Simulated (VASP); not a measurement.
Set up this calculation in VASP 6.6.1, as the native input.

```
Task                               : single point
Functional                         : HSE06
Potentials or basis                : VASP PAW PBE potentials, release 64 (In_d)
Cutoff                             : 520 eV
k mesh                             : 5 × 5 × 3
Occupations                        : fermi-dirac, width 0.05 eV
Spin                               : no spin polarisation
Dipole correction                  : no
Grid for exact exchange (PRECFOCK) : Normal
Further INCAR settings             : ALGO = Normal; EDIFF = 1e-06; NBANDS = 20
Screening parameter                : 0.2079 1/Å
```

Crystal: In.

```
In
1.0
     3.33436    0.00000    0.00000
    -1.66718    2.88764    0.00000
     0.00000    0.00000    5.53587
In
2
Direct
  0.66667 0.33333 0.75000
  0.33333 0.66667 0.25000
```

One way to write it, as run:

POSCAR

```
In
1.0
    3.3343570271      0.0000000000      0.0000000000
   -1.6671785135      2.8876378907      0.0000000000
    0.0000000000      0.0000000000      5.5358712403
In
2
Direct
    0.6666666667      0.3333333333      0.7500000000
    0.3333333333      0.6666666667      0.2500000000
```

INCAR.step1

```
SYSTEM = In
  PREC = Accurate
  ENCUT = 520
  EDIFF = 1E-5
  ISMEAR = -1
  SIGMA = 0.05
  LREAL = .FALSE.
  LASPH = .TRUE.
  NELM = 60
  ALGO = Normal
  ISIF = 2
  LWAVE = .TRUE.
  GGA = PE
  NBANDS = 20
```

INCAR.step2

```
SYSTEM = In
  PREC = Accurate
  ENCUT = 520
  EDIFF = 1E-6
  ISMEAR = -1
  SIGMA = 0.05
  LREAL = .FALSE.
  LASPH = .TRUE.
  NELM = 60
  ALGO = Normal
  ISIF = 2
  LWAVE = .FALSE.
  LCHARG = .TRUE.
  GGA = PE
  LHFCALC = .TRUE.
  HFSCREEN = 0.2079
  PRECFOCK = Normal
  LELF = .TRUE.
  LVHAR = .TRUE.
  ISTART = 1
  NBANDS = 20
```

KPOINTS

```
regular mesh
0
G
  5 5 3
  0 0 0
```

Potentials or basis: VASP PAW PBE potentials, release 64 (In_d).

Run with:

```bash
$ cat potpaw_PBE.64/In_d/POTCAR > POTCAR
$ cp INCAR.step1 INCAR
$ mpirun -np 1 vasp_std > vasp.out
$ cp INCAR.step2 INCAR
$ mpirun -np 1 vasp_std > vasp.out
```

It gave:

- Pressure: -0.1 GPa
- Band gap on the k mesh: zero (band 13 reaches 8.52 eV, above the bottom of band 14 at 6.11 eV)

Caveat: the k points lie up to 0.44 Å⁻¹ apart; the PAW data sets were made with another functional, which shifts forces and pressure a little; spin-orbit coupling is left out, which moves the levels of the heavy elements.

Wall time 18 min on 1 thread of Intel(R) Xeon(R) Platinum 8375C CPU @ 2.90GHz (Ice Lake), with other jobs on the host, peak memory 0.28 GiB.
